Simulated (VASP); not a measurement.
# Mo (P6/mmm) in VASP: further runs

Runs on Mo. Level: PBEsol. Tasks: single point.

All numbers are computed with VASP 6.6.1; they aren't measurements. Logs are shortened: lines on timing, memory, paths and dates and some standing lists are left out, and cuts for length are marked.

## (1) The cell of the first run

It takes space group P6/mmm (No. 191, hexagonal). Conventional cell: a = 2.736 Å, b = 2.736 Å, c = 2.555 Å, α = 90.00°, β = 90.00°, γ = 120.00°. Within 3.4 Å of Mo (site symmetry 6/mmm) lie 8 Mo at 2.56 to 2.74 Å.

This isn't the form of Mo at room conditions, which is bcc.

## (2) Single point, PBEsol

INCAR

```
SYSTEM = Mo
PREC = Accurate ; ENCUT = 500
EDIFF = 1E-6 ; ISMEAR = 1
SIGMA = 0.05 ; LREAL = .False.
LASPH = .True. ; NELM = 120
ALGO = Normal ; ISIF = 2
LWAVE = .False. ; LCHARG = .False.
GGA = PS ; NBANDS = 13
GGA_COMPAT = .False.
```

KPOINTS

```
regular mesh
0
Gamma
  8 8 7
  0 0 0
```

POSCAR

```
Mo
1.0
    2.7355104000      0.0000000000      0.0000000000
   -1.3677552000      2.3690214987      0.0000000000
    0.0000000000      0.0000000000      2.5551807000
Mo
1
Direct
    0.0000000000      0.0000000000      0.5000000000
```

Potentials or basis: VASP PAW PBE potentials, release 64 (Mo_sv).

Launch:

```bash
$ cat potpaw_PBE.64/Mo_sv/POTCAR > POTCAR
$ mpirun -np 1 vasp_std > vasp.out
```

OUTCAR:

```text
SYSTEM = Mo
   PREC = Accurate
   ENCUT = 500
   EDIFF = 1E-6
   ISMEAR = 1
   LREAL = .False.
   LASPH = .True.
   NELM = 120
   ISIF = 2
   GGA = PS

 ion  position               nearest neighbor table
   1  0.000  0.000  0.500-

  LATTYP: Found a hexagonal cell.
 ALAT       =     2.7355104000
 C/A-ratio  =     0.9340782254

  Lattice vectors:

 A1 = (   2.7355104000,   0.0000000000,   0.0000000000)
 A2 = (  -1.3677552000,   2.3690214987,   0.0000000000)
 A3 = (   0.0000000000,   0.0000000000,   2.5551807000)

Analysis of symmetry for initial positions (statically):
=====================================================================
 Subroutine PRICEL returns:
 Original cell was already a primitive cell.

 Routine SETGRP: Setting up the symmetry group for a
 hexagonal supercell.

 Subroutine GETGRP returns: Found 24 space group operations
 (whereof 24 operations were pure point group operations)
 out of a pool of 24 trial point group operations.

The static configuration has the point symmetry D_6h.

Analysis of symmetry for dynamics (positions and initial velocities):
=====================================================================
 Subroutine PRICEL returns:
 Original cell was already a primitive cell.

 Routine SETGRP: Setting up the symmetry group for a
 hexagonal supercell.

 Subroutine GETGRP returns: Found 24 space group operations
 (whereof 24 operations were pure point group operations)
 out of a pool of 24 trial point group operations.

The dynamic configuration has the point symmetry D_6h.

 Subroutine INISYM returns: Found 24 space group operations
 (whereof 24 operations are pure point group operations),
 and found     1 'primitive' translations

----------------------------------------------------------------------------------------

                                     Primitive cell

  volume of cell :      16.5588

  direct lattice vectors                    reciprocal lattice vectors
     2.735510400  0.000000000  0.000000000     0.365562492  0.211057603  0.000000000
    -1.367755200  2.369021499  0.000000000     0.000000000  0.422115207  0.000000000
     0.000000000  0.000000000  2.555180700     0.000000000  0.000000000  0.391361754

  length of vectors
     2.735510400  2.735510400  2.555180700     0.422115207  0.422115207  0.391361754

  position of ions in fractional coordinates (direct lattice)
     0.000000000  0.000000000  0.500000000

  ion indices of the primitive-cell ions
   primitive index   ion index
                 1           1

----------------------------------------------------------------------------------------

 KPOINTS: regular mesh

Automatic generation of k-mesh.
 Grid dimensions read from file:
 generate k-points for:    8    8    7

 Generating k-lattice:

  Cartesian coordinates                     Fractional coordinates (reciprocal lattice)
     0.045695312  0.026382200  0.000000000     0.125000000  0.000000000  0.000000000
     0.000000000  0.052764401  0.000000000     0.000000000  0.125000000  0.000000000
     0.000000000  0.000000000  0.055908822     0.000000000  0.000000000  0.142857143

  Length of vectors
     0.052764401  0.052764401  0.055908822

  Shift w.r.t. Gamma in fractional coordinates (k-lattice)
     0.000000000  0.000000000  0.000000000

 Subroutine IBZKPT returns following result:
 ===========================================

 Found     40 irreducible k-points:

 Following reciprocal coordinates:
            Coordinates               Weight
  0.000000  0.000000  0.000000      1.000000
  0.125000  0.000000  0.000000      6.000000
  0.250000  0.000000  0.000000      6.000000
  0.375000  0.000000  0.000000      6.000000
  0.500000  0.000000  0.000000      3.000000
  0.125000  0.125000  0.000000      6.000000
[... 16 lines left out ...]
  0.250000  0.000000  0.285714     12.000000
  0.375000  0.000000  0.285714     12.000000
 [... further k-points ...]
   k-points           NKPTS =     40   k-points in BZ     NKDIM =     40   number of bands    NBANDS=     13
   number of dos      NEDOS =    301   number of ions     NIONS =      1
   total plane-waves  NPLWV =   8000
   dimension x,y,z NGX =    20 NGY =   20 NGZ =   20
   dimension x,y,z NGXF=    40 NGYF=   40 NGZF=   40
   ions per type =               1
   NGX,Y,Z   is equivalent  to a cutoff of  12.15, 12.15, 13.01 a.u.
   NGXF,Y,Z  is equivalent  to a cutoff of  24.31, 24.31, 26.02 a.u.
 SYSTEM =  Mo
   PREC   = accura    normal or accurate (medium, high low for compatibility)
   ISTART =      0    job   : 0-new  1-cont  2-samecut
   ICHARG =      2    charge: 1-file 2-atom 10-const
   ISPIN  =      1    spin polarized calculation?
   LNONCOLLINEAR =      F non collinear calculations
   LSORBIT =      F    spin-orbit coupling
   LASPH  =      T    aspherical Exc in radial PAW
   ENCUT  =  500.0 eV  36.75 Ry    6.06 a.u.   4.99  4.99  4.66*2*pi/ulx,y,z
   NELM   =    120;   NELMIN=  2; NELMDL= -5     # of ELM steps
   EDIFF  = 0.1E-05   stopping-criterion for ELM
   LREAL  =      F    real-space projection
   EDIFFG = 0.1E-04   stopping-criterion for IOM
   NSW    =      0    number of steps for IOM
   IBRION =     -1    ionic relax: 0-MD 1-quasi-New 2-CG
   NFREE  =      0    steps in history (QN), initial steepest desc. (CG)
   ISIF   =      2    stress and relaxation
   ISYM   =      2    0-nonsym 1-usesym 2-fastsym
   POTIM  = 0.5000    time-step for ionic-motion
   TEBEG  =    0.0;   TEEND  =   0.0 temperature during run
   PSTRESS=    0.0 pullay stress
   NELECT =      14.0000    total number of electrons
   NUPDOWN=      -1.0000    fix difference up-down
   EMIN   =  10.00;   EMAX   =-10.00  energy-range for DOS
   EFERMI =   0.00;   METHOD = LEGACY
   ISMEAR =     1;   SIGMA  =   0.05  broadening in eV -4-tet -1-fermi 0-gaus
   EFERMI_NEDOS =   21; number of points for ismear=-14 and -15
   IALGO  =     38    algorithm
   IMIX   =      4    mixing-type and parameters
     AMIX     =   0.40;   BMIX     =  1.00
     AMIX_MAG =   1.60;   BMIX_MAG =  1.00
  volume/ion in A,a.u.               =      16.56       111.74
  Fermi-wavevector in a.u.,A,eV,Ry     =   1.548013  2.925320 32.604229  2.396343
  Thomas-Fermi vector in A             =   2.653024
   LORBIT       =      0    0 simple, 1 ext, 2 COOP (PROOUT), +10 PAW based schemes
   GGA     = PS    functional components
   LHFCALC =     F    Hartree Fock is set to
   AEXX    =    0.0000 exact exchange contribution
   IVDW    =     0    specifies the selected vdW correction
   LEPSILON=     F    determine dielectric tensor
   LRPA    =     F    only Hartree local field effects (RPA)
 non-spin polarized calculation
 Methfessel and Paxton  Order N= 1 SIGMA  =   0.05
  energy-cutoff  :      500.00
  volume of cell :       16.56
 maximum number of plane-waves:       431
 NGX is ok and might be reduce to    20
   NGX =  9   NGY =  9   NGZ =  9

 number of electron      14.0000002 magnetization

 Free energy of the ion-electron system (eV)
  ---------------------------------------------------
  ext. energy  EPLUGINS =         0.00000000
  ---------------------------------------------------
  free energy    TOTEN  =       -10.84439481 eV

  energy without entropy =      -10.84444294  energy(sigma->0) =      -10.84441085

 E-fermi :  11.4751     XC(G=0): -13.1191

 val. band max:       11.4503592378   @ k =   0.3750   0.1250   0.2857
 cond. band min:      11.5377205410   @ k =   0.2500   0.0000   0.4286
 fundamental gap:      0.0873613032
 Fermi energy:        11.4750920327

 k-point     1 :       0.0000    0.0000    0.0000
  band No.  band energies     occupation
      1     -49.5283      2.00000
      2     -22.8208      2.00000
      3     -22.8208      2.00000
      4     -22.7879      2.00000
      5       4.6081      2.00000
      6       7.0822      2.00000
      7      10.5275      2.00000
      8      10.5275      2.00000
      9      15.5396      0.00000
     10      15.5396      0.00000
     11      24.4339      0.00000
     12      27.1666      0.00000
     13      31.9384      0.00000

 k-point     2 :       0.1250    0.0000    0.0000
  band No.  band energies     occupation
      1     -49.4958      2.00000
      2     -23.0357      2.00000
      3     -22.8690      2.00000
      4     -22.7653      2.00000
      5       5.1899      2.00000
      6       7.3410      2.00000
      7       9.9974      2.00000
      8      11.0861      2.00000
      9      14.9256      0.00000
     10      15.4350      0.00000
     11      25.7104      0.00000
     12      28.3361      0.00000
     13      29.4781      0.00000

 k-point     3 :       0.2500    0.0000    0.0000
  band No.  band energies     occupation
      1     -49.4164      2.00000
      2     -23.5361      2.00000
      3     -22.9837      2.00000
      4     -22.7103      2.00000
      5       6.3908      2.00000
      6       7.7552      2.00000
      7       9.6806      2.00000
      8      12.6370      0.00000
      9      13.7232      0.00000
     10      15.1913      0.00000
     11      25.3795      0.00000
     12      28.5371      0.00000
     13      29.1514      0.00000
[... 305 lines left out ...]
 k-point    23 :       0.2500    0.0000    0.2857
  band No.  band energies     occupation
      1     -49.2736      2.00000
      2     -23.7577      2.00000
      3     -23.4067      2.00000
      4     -22.8809      2.00000
      5       7.5231      2.00000
      6       8.9911      2.00000
      7      10.9899      2.00000
      8      12.5618      0.00000
      9      13.1945      0.00000
     10      13.2217      0.00000
     11      23.8070      0.00000
     12      27.2238      0.00000
     13      31.8824      0.00000

 k-point    24 :       0.3750    0.0000    0.2857
  band No.  band energies     occupation
      1     -49.1952      2.00000
      2     -23.8695      2.00000
      3     -23.6737      2.00000
      4     -22.9897      2.00000
      5       7.3942      2.00000
      6       7.9784      2.00000
      7      12.2488     -0.00000
      8      12.3001     -0.00000
      9      14.8342      0.00000
     10      15.0437      0.00000
     11      22.5151      0.00000
     12      27.6900      0.00000
     13      29.1893      0.00000

 [... further k-points ...]

------------------------ aborting loop because EDIFF is reached ----------------------------------------

  FORCE on cell =-STRESS in cart. coord.  units (eV):
  Direction    XX          YY          ZZ          XY          YZ          ZX
  --------------------------------------------------------------------------------------
  -------------------------------------------------------------------------------------
  Total        0.0206948      0.0206948     -1.4143347      0.0000000      0.0000000      0.0000000
  in kB        2.0023651      2.0023651   -136.8465266      0.0000000      0.0000000      0.0000000
  external PRESSURE =     -44.2805988 kB  Pullay stress =       0.0000000 kB

 VOLUME and BASIS-vectors are now :
 -----------------------------------------------------------------------------
  energy-cutoff  :      500.00
  volume of cell :       16.56
      direct lattice vectors                 reciprocal lattice vectors
     2.735510400  0.000000000  0.000000000     0.365562492  0.211057603  0.000000000
    -1.367755200  2.369021499  0.000000000     0.000000000  0.422115207  0.000000000
     0.000000000  0.000000000  2.555180700     0.000000000  0.000000000  0.391361754

 POSITION                                       TOTAL-FORCE (eV/Angst)
 -----------------------------------------------------------------------------------
      0.00000      0.00000      1.27759         0.000000      0.000000      0.000000
 -----------------------------------------------------------------------------------
    total drift:                               -0.000000      0.000000     -0.000000

  FREE ENERGIE OF THE ION-ELECTRON SYSTEM (eV)
  ---------------------------------------------------
  free  energy   TOTEN  =       -10.8443948105 eV

  energy  without entropy=      -10.8444429377  energy(sigma->0) =      -10.84441085
```

It took 5 s on 1 thread of Intel Xeon Platinum 8559C (Emerald Rapids), shared host; peak memory 0.12 GiB.

What came out:

* Free energy: -10.8444 eV
* Pressure: -4.4 GPa
* Band gap on the k mesh: zero (bands 7 and 8 overlap by 1.87 eV)

Caveat: the cell stands under tension; the PAW data sets were made with another functional, which shifts forces and pressure a little.

## (3) Single point, PBEsol

INCAR

```
SYSTEM = Mo
ALGO = Normal
EDIFF = 1E-6
ENCUT = 500
GGA = PS
GGA_COMPAT = .False.
ISIF = 2
ISMEAR = 1
LASPH = .True.
LCHARG = .False.
LREAL = .False.
LWAVE = .False.
NBANDS = 13
NELM = 120
PREC = Accurate
SIGMA = 0.025
```

KPOINTS

```
k-points
0
Gamma
  8 8 7
  0 0 0
```

POSCAR is that of step 2.

Potentials or basis: VASP PAW PBE potentials, release 64 (Mo_sv).

Launch:

```bash
$ cat potpaw_PBE.64/Mo_sv/POTCAR > POTCAR
$ mpirun -np 1 vasp_std > vasp.out
```

OUTCAR:

```text
SYSTEM = Mo
   EDIFF = 1E-6
   ENCUT = 500
   GGA = PS
   ISIF = 2
   ISMEAR = 1
   LASPH = .True.
   LREAL = .False.
   NELM = 120
   PREC = Accurate

 ion  position               nearest neighbor table
   1  0.000  0.000  0.500-

  LATTYP: Found a hexagonal cell.
 ALAT       =     2.7355104000
 C/A-ratio  =     0.9340782254

  Lattice vectors:

 A1 = (   2.7355104000,   0.0000000000,   0.0000000000)
[... 564 lines left out ...]
     12      27.6896      0.00000
     13      29.1892      0.00000

 [... further k-points ...]

------------------------ aborting loop because EDIFF is reached ----------------------------------------

  FORCE on cell =-STRESS in cart. coord.  units (eV):
  Direction    XX          YY          ZZ          XY          YZ          ZX
  --------------------------------------------------------------------------------------
  -------------------------------------------------------------------------------------
  Total        0.0158230      0.0158230     -1.3937056      0.0000000      0.0000000      0.0000000
  in kB        1.5309870      1.5309870   -134.8505220      0.0000000      0.0000000      0.0000000
  external PRESSURE =     -43.9295160 kB  Pullay stress =       0.0000000 kB

 VOLUME and BASIS-vectors are now :
 -----------------------------------------------------------------------------
  energy-cutoff  :      500.00
  volume of cell :       16.56
      direct lattice vectors                 reciprocal lattice vectors
     2.735510400  0.000000000  0.000000000     0.365562492  0.211057603  0.000000000
    -1.367755200  2.369021499  0.000000000     0.000000000  0.422115207  0.000000000
     0.000000000  0.000000000  2.555180700     0.000000000  0.000000000  0.391361754

 POSITION                                       TOTAL-FORCE (eV/Angst)
 -----------------------------------------------------------------------------------
      0.00000      0.00000      1.27759         0.000000      0.000000      0.000000
 -----------------------------------------------------------------------------------
    total drift:                                0.000000      0.000000     -0.000000

  FREE ENERGIE OF THE ION-ELECTRON SYSTEM (eV)
  ---------------------------------------------------
  free  energy   TOTEN  =       -10.8442869932 eV

  energy  without entropy=      -10.8440940877  energy(sigma->0) =      -10.84422269
```

Run time: 4.4 s. Hardware: 1 thread of Intel Xeon Platinum 8559C (Emerald Rapids), shared host; peak memory 0.12 GiB.

What came out:

```yaml
Free_energy: -10.8443 eV
Pressure: -4.4 GPa
Band_gap_on_the_k_mesh: zero (bands 7 and 8 overlap by 1.87 eV)
```

Caveat: the cell stands under tension; the PAW data sets were made with another functional, which shifts forces and pressure a little.
